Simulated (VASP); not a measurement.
# Ge (Cmcm) in VASP: further runs, part 2 of 2

VASP 6.6.1. Earlier steps stand in the parts before.

## Step 3: Single point, PBEsol

This run uses another cell than the first one, of the same volume but with other edges.

The input, INCAR:

```
SYSTEM = Ge
PREC = Accurate
ENCUT = 520
EDIFF = 1E-7
ISMEAR = 0
SIGMA = 0.15
LREAL = .FALSE.
LASPH = .TRUE.
NELM = 80
ALGO = Normal
ISIF = 2
LWAVE = .FALSE.
LCHARG = .TRUE.
GGA = PS
LELF = .TRUE.
LVHAR = .TRUE.
NBANDS = 21
```

The input, KPOINTS:

```
Automatic mesh
0
G
  20 20 12
  0 0 0
```

The input, POSCAR:

```
Ge
1.0
    1.4003114153     -2.4416964068      0.0000000000
    1.4003114153      2.4416964068      0.0000000000
    0.0000000000      0.0000000000      5.3386055621
Ge
2
Direct
    0.6665533700      0.3334466300      0.2500000000
    0.3334466300      0.6665533700      0.7500000000
```

Potentials or basis: VASP PAW PBE potentials, release 64 (Ge_d).

Run with:

```
> cat potpaw_PBE.64/Ge_d/POTCAR > POTCAR
> mpirun -np 1 vasp_std > vasp.out
```

OUTCAR:

```text
SYSTEM = Ge
   PREC = Accurate
   ENCUT = 520
   EDIFF = 1E-7
   ISMEAR = 0
   LREAL = .FALSE.
   LASPH = .TRUE.
   NELM = 80
   ISIF = 2
   GGA = PS

 ion  position               nearest neighbor table
   1  0.667  0.333  0.250-
   2  0.333  0.667  0.750-

  LATTYP: Found a base centered orthorhombic cell.
 ALAT       =     2.8006228306
 B/A-ratio  =     1.7436809985
 C/A-ratio  =     1.9062208248

  Lattice vectors:

 A1 = (   1.4003114153,  -2.4416964068,   0.0000000000)
 A2 = (   1.4003114153,   2.4416964068,   0.0000000000)
 A3 = (   0.0000000000,   0.0000000000,   5.3386055621)

Analysis of symmetry for initial positions (statically):
=====================================================================
 Subroutine PRICEL returns:
 Original cell was already a primitive cell.

 Routine SETGRP: Setting up the symmetry group for a
 base centered orthorhombic supercell.

 Subroutine GETGRP returns: Found  8 space group operations
 (whereof  4 operations were pure point group operations)
 out of a pool of  8 trial point group operations.

The static configuration has the point symmetry C_2h.
 The point group associated with its full space group is D_2h.

[... 159 lines left out ...]

  energy without entropy =       -9.24923913  energy(sigma->0) =       -9.25358322

 E-fermi :   7.0160     XC(G=0): -11.5884

 val. band max:        7.0108255500   @ k =  -0.4000   0.3000   0.3333
 cond. band min:       7.0163092999   @ k =   0.4500   0.2500   0.0833
 fundamental gap:      0.0054837499
 Fermi energy:         7.0159576395

 k-point     1 :       0.0000    0.0000    0.0000
  band No.  band energies     occupation
      1     -17.7092      2.00000
      2     -17.6930      2.00000
      3     -17.6770      2.00000
      4     -17.6728      2.00000
      5     -17.6710      2.00000
      6     -17.6669      2.00000
[... 565 lines left out ...]
     20      16.9223      0.00000
     21      19.9306      0.00000

 [... further k-points ...]

------------------------ aborting loop because EDIFF is reached ----------------------------------------

  FORCE on cell =-STRESS in cart. coord.  units (eV):
  Direction    XX          YY          ZZ          XY          YZ          ZX
  --------------------------------------------------------------------------------------
  -------------------------------------------------------------------------------------
  Total        1.1031287      1.0270185     -0.8630728      0.0000000      0.0000000      0.0000000
  in kB       48.4130735     45.0728184    -37.8777255      0.0000000      0.0000000      0.0000000
  external PRESSURE =      18.5360555 kB  Pullay stress =       0.0000000 kB

 VOLUME and BASIS-vectors are now :
 -----------------------------------------------------------------------------
  energy-cutoff  :      520.00
  volume of cell :       36.51
      direct lattice vectors                 reciprocal lattice vectors
     1.400311415 -2.441696407  0.000000000     0.357063432 -0.204775663  0.000000000
     1.400311415  2.441696407  0.000000000     0.357063432  0.204775663  0.000000000
     0.000000000  0.000000000  5.338605562     0.000000000  0.000000000  0.187314831

 POSITION                                       TOTAL-FORCE (eV/Angst)
 -----------------------------------------------------------------------------------
      1.40031     -0.81335      1.33465         0.000000     -0.000413      0.000000
      1.40031      0.81335      4.00395         0.000000      0.000413      0.000000
 -----------------------------------------------------------------------------------
    total drift:                                0.000000     -0.000000      0.000000

  FREE ENERGIE OF THE ION-ELECTRON SYSTEM (eV)
  ---------------------------------------------------
  free  energy   TOTEN  =        -9.2579272979 eV

  energy  without entropy=       -9.2492391346  energy(sigma->0) =       -9.25358322
```

OSZICAR:

```text
N       E                     dE             d eps       ncg     rms          rms(c)
DAV:   1     0.174050899283E+03    0.17405E+03   -0.14229E+04 37459   0.383E+03
DAV:   2     0.141553073173E+02   -0.15990E+03   -0.15473E+03 32873   0.586E+02
DAV:   3    -0.867666072786E+01   -0.22832E+02   -0.22603E+02 36376   0.132E+02
DAV:   4    -0.929743832330E+01   -0.62078E+00   -0.62014E+00 37482   0.250E+01
DAV:   5    -0.930649603929E+01   -0.90577E-02   -0.90575E-02 36593   0.330E+00    0.183E+00
DAV:   6    -0.927183881536E+01    0.34657E-01   -0.32265E-02 45084   0.306E+00    0.968E-01
DAV:   7    -0.925843038371E+01    0.13408E-01   -0.18348E-02 45055   0.188E+00    0.104E-01
DAV:   8    -0.925792116188E+01    0.50922E-03   -0.18983E-03 39004   0.758E-01    0.327E-02
DAV:   9    -0.925792544992E+01   -0.42880E-05   -0.42292E-05 36616   0.736E-02    0.103E-02
DAV:  10    -0.925792723163E+01   -0.17817E-05   -0.22131E-06 40050   0.126E-02    0.207E-03
DAV:  11    -0.925792729794E+01   -0.66308E-07   -0.11532E-07 25207   0.566E-03
   1 F= -.92579273E+01 E0= -.92535832E+01  d E =-.868816E-02
```

It took 16 min on 1 thread of Intel Xeon 8259CL, shared host; peak memory 0.5 GiB.

What came out:

* Free energy: -9.2579 eV
* Pressure: 1.9 GPa
* Band gap on the k mesh: zero (bands 14 and 15 overlap by 8.81 eV)

Levels at points of the mesh, in eV from the Fermi level:
```csv
k point,band 11,band 12,band 13,band 14,band 15,band 16,band 17,band 18
"(0.00, 0.00, 0.00)",-13.54,-9.76,-6.13,5.99,9.20,9.33,10.38,10.57
"(0.50, 0.00, 0.00)",-7.63,-6.69,-3.58,-2.99,-0.66,1.36,4.23,7.17
"(0.50, 0.50, 0.00)",-7.71,-6.74,-3.64,-3.02,-0.73,1.31,4.41,7.35
"(0.00, 0.00, 0.50)",-12.29,-12.29,-1.02,-1.02,9.91,9.91,10.05,10.05
"(0.50, 0.00, 0.50)",-6.57,-6.57,-5.08,-5.08,3.57,3.57,5.37,5.37
"(0.50, 0.50, 0.50)",-6.66,-6.66,-5.11,-5.11,3.52,3.52,5.55,5.55
```

Caveat: the stress differs along the axes, from -4 to 5 GPa; the PAW data sets were made with another functional, which shifts forces and pressure a little.

## Step 4: Single point, PBEsol

This run uses another cell than the first one, of the same volume but with other edges.

The input, INCAR:

```
  PREC = Accurate
  ENCUT = 520
  EDIFF = 1E-6
  ISMEAR = 0
  SIGMA = 0.15
  LREAL = False
  LASPH = True
  NELM = 80
  ALGO = Normal
  ISIF = 2
  LWAVE = False
  LCHARG = False
  GGA = PS
  NBANDS = 21
```

The input, KPOINTS:

```
Automatic mesh
0
Gamma
  20 20 12
```

The input, POSCAR:

```
Ge
1.0
    1.5299917960     -2.6678176225      0.0000000000
    1.5299917960      2.6678176225      0.0000000000
    0.0000000000      0.0000000000      4.4719700757
Ge
2
Direct
    0.6665533700      0.3334466300      0.2500000000
    0.3334466300      0.6665533700      0.7500000000
```

Potentials or basis: VASP PAW PBE potentials, release 64 (Ge_d).

Run with:

```
> cat potpaw_PBE.64/Ge_d/POTCAR > POTCAR
> mpirun -np 1 vasp_std > vasp.out
```

OUTCAR:

```text
PREC = Accurate
   ENCUT = 520
   EDIFF = 1E-6
   ISMEAR = 0
   LREAL = False
   LASPH = True
   NELM = 80
   ISIF = 2
   GGA = PS

 ion  position               nearest neighbor table
   1  0.667  0.333  0.250-   2 2.85   2 2.85   2 2.85   2 2.85   2 2.86   2 2.86
   2  0.333  0.667  0.750-   1 2.85   1 2.85   1 2.85   1 2.85   1 2.86   1 2.86

  LATTYP: Found a base centered orthorhombic cell.
 ALAT       =     3.0599835920
 B/A-ratio  =     1.7436809985
 C/A-ratio  =     1.4614359657

  Lattice vectors:

 A1 = (   1.5299917960,  -2.6678176225,   0.0000000000)
 A2 = (   1.5299917960,   2.6678176225,   0.0000000000)
 A3 = (   0.0000000000,   0.0000000000,   4.4719700757)

Analysis of symmetry for initial positions (statically):
=====================================================================
 Subroutine PRICEL returns:
 Original cell was already a primitive cell.

 Routine SETGRP: Setting up the symmetry group for a
 base centered orthorhombic supercell.

 Subroutine GETGRP returns: Found  8 space group operations
 (whereof  4 operations were pure point group operations)
 out of a pool of  8 trial point group operations.

The static configuration has the point symmetry C_2h.
 The point group associated with its full space group is D_2h.

Analysis of symmetry for dynamics (positions and initial velocities):
=====================================================================
 Subroutine PRICEL returns:
 Original cell was already a primitive cell.

 Routine SETGRP: Setting up the symmetry group for a
 base centered orthorhombic supercell.

 Subroutine GETGRP returns: Found  8 space group operations
 (whereof  4 operations were pure point group operations)
 out of a pool of  8 trial point group operations.

The dynamic configuration has the point symmetry C_2h.
 The point group associated with its full space group is D_2h.

 Subroutine INISYM returns: Found  8 space group operations
[... 112 lines left out ...]
   ISMEAR =     0;   SIGMA  =   0.15  broadening in eV -4-tet -1-fermi 0-gaus
   EFERMI_NEDOS =   21; number of points for ismear=-14 and -15
   IALGO  =     38    algorithm
   IMIX   =      4    mixing-type and parameters
     AMIX     =   0.40;   BMIX     =  1.00
     AMIX_MAG =   1.60;   BMIX_MAG =  1.00
  volume/ion in A,a.u.               =      18.25       123.18
  Fermi-wavevector in a.u.,A,eV,Ry     =   1.498544  2.831837 30.553703  2.245634
  Thomas-Fermi vector in A             =   2.610289
   LORBIT       =      0    0 simple, 1 ext, 2 COOP (PROOUT), +10 PAW based schemes
   GGA     = PS    functional components
   LHFCALC =     F    Hartree Fock is set to
   AEXX    =    0.0000 exact exchange contribution
   IVDW    =     0    specifies the selected vdW correction
   LEPSILON=     F    determine dielectric tensor
   LRPA    =     F    only Hartree local field effects (RPA)
 non-spin polarized calculation
 Gauss-broadening in eV      SIGMA  =   0.15
  energy-cutoff  :      520.00
  volume of cell :       36.51
 maximum number of plane-waves:      1004
   NGX = 11   NGY = 11   NGZ = 17

 number of electron      27.9999981 magnetization

 Free energy of the ion-electron system (eV)
  ---------------------------------------------------
  ext. energy  EPLUGINS =         0.00000000
  ---------------------------------------------------
  free energy    TOTEN  =        -9.27506073 eV

  energy without entropy =       -9.26477429  energy(sigma->0) =       -9.26991751

 E-fermi :   7.0286     XC(G=0): -11.5991

 val. band max:        7.0268497663   @ k =  -0.3500   0.1500   0.1667
 cond. band min:       7.0330829055   @ k =   0.4500   0.2000   0.4167
 fundamental gap:      0.0062331393
 Fermi energy:         7.0285526489

 k-point     1 :       0.0000    0.0000    0.0000
  band No.  band energies     occupation
      1     -17.6665      2.00000
      2     -17.6537      2.00000
      3     -17.6530      2.00000
      4     -17.6522      2.00000
      5     -17.6505      2.00000
      6     -17.6419      2.00000
[... 565 lines left out ...]
     20      17.8308      0.00000
     21      20.7429      0.00000

 [... further k-points ...]

------------------------ aborting loop because EDIFF is reached ----------------------------------------

  FORCE on cell =-STRESS in cart. coord.  units (eV):
  Direction    XX          YY          ZZ          XY          YZ          ZX
  --------------------------------------------------------------------------------------
  -------------------------------------------------------------------------------------
  Total       -0.0449657     -0.0767434      0.7137448      0.0000000     -0.0000000      0.0000000
  in kB       -1.9734143     -3.3680441     31.3241606      0.0000000     -0.0000000      0.0000000
  external PRESSURE =       8.6609007 kB  Pullay stress =       0.0000000 kB

 VOLUME and BASIS-vectors are now :
 -----------------------------------------------------------------------------
  energy-cutoff  :      520.00
  volume of cell :       36.51
      direct lattice vectors                 reciprocal lattice vectors
     1.529991796 -2.667817622  0.000000000     0.326799138 -0.187419108  0.000000000
     1.529991796  2.667817622  0.000000000     0.326799138  0.187419108  0.000000000
     0.000000000  0.000000000  4.471970076     0.000000000  0.000000000  0.223615092

 POSITION                                       TOTAL-FORCE (eV/Angst)
 -----------------------------------------------------------------------------------
      1.52999     -0.88867      1.11799         0.000000      0.006937      0.000000
      1.52999      0.88867      3.35398         0.000000     -0.006937      0.000000
 -----------------------------------------------------------------------------------
    total drift:                                0.000000     -0.000000      0.000000

  FREE ENERGIE OF THE ION-ELECTRON SYSTEM (eV)
  ---------------------------------------------------
  free  energy   TOTEN  =        -9.2750607267 eV

  energy  without entropy=       -9.2647742867  energy(sigma->0) =       -9.26991751
```

Wall time 15 min (1 thread of Intel Xeon 8259CL, shared host); peak memory 0.5 GiB.

What came out:

- Free energy: -9.2751 eV
- Pressure: 0.9 GPa
- Largest force: 0.007 eV/Å
- Band gap on the k mesh: zero (bands 14 and 15 overlap by 9.07 eV)

Forces on the atoms (eV/Å):
```
Ge   0.000  0.007  0.000
Ge   0.000 -0.007  0.000
```

Stress tensor (GPa, compression positive):
```
-0.20  0.00  0.00
 0.00 -0.34  0.00
 0.00  0.00  3.13
```

Levels at points of the mesh, in eV from the Fermi level:
```tsv
k point	band 12	band 13	band 14	band 15	band 16	band 17
(0.00, 0.00, 0.00)	-6.51	-5.29	5.33	5.44	7.74	7.86
(0.50, 0.00, 0.00)	-7.49	-1.76	-0.98	-0.53	1.45	1.48
(0.50, 0.50, 0.00)	-7.52	-1.79	-1.04	-0.55	1.42	1.63
(0.00, 0.00, 0.50)	-11.62	3.26	3.26	6.70	6.70	6.80
(0.50, 0.00, 0.50)	-7.31	-5.07	-5.07	3.40	3.40	5.29
(0.50, 0.50, 0.50)	-7.38	-5.10	-5.10	3.55	3.55	5.38
```

Caveat: the PAW data sets were made with another functional, which shifts forces and pressure a little.

## Step 5: Overview

| cell | gap on the mesh (eV) | pressure (GPa) | largest force (eV/Å) |
| --- | --- | --- | --- |
| a = 3.158, b = 3.158, c = 4.242 Å, angles 90.0, 90.0, 120.3°, 2 atoms | none | 2.0 | 0.01 |
| a = 2.815, b = 2.815, c = 5.339 Å, angles 90.0, 90.0, 120.3°, 2 atoms | none | 1.9 | - |
| a = 3.075, b = 3.075, c = 4.472 Å, angles 90.0, 90.0, 120.3°, 2 atoms | none | 0.9 | 0.01 |

Alike in all rows: task single point; level PBEsol; potentials or basis VASP PAW PBE potentials, release 64 (Ge_d); no spin polarisation; k mesh 20 × 20 × 12; cutoff (eV) 520; smearing gaussian 0.15 eV.

Caveats: the PAW data sets were made with another functional, which shifts forces and pressure a little; the stress differs along the axes, from -4 to 5 GPa (at least some runs).

Total energies depend on the potentials used, so only differences within one code and one set of settings carry meaning.
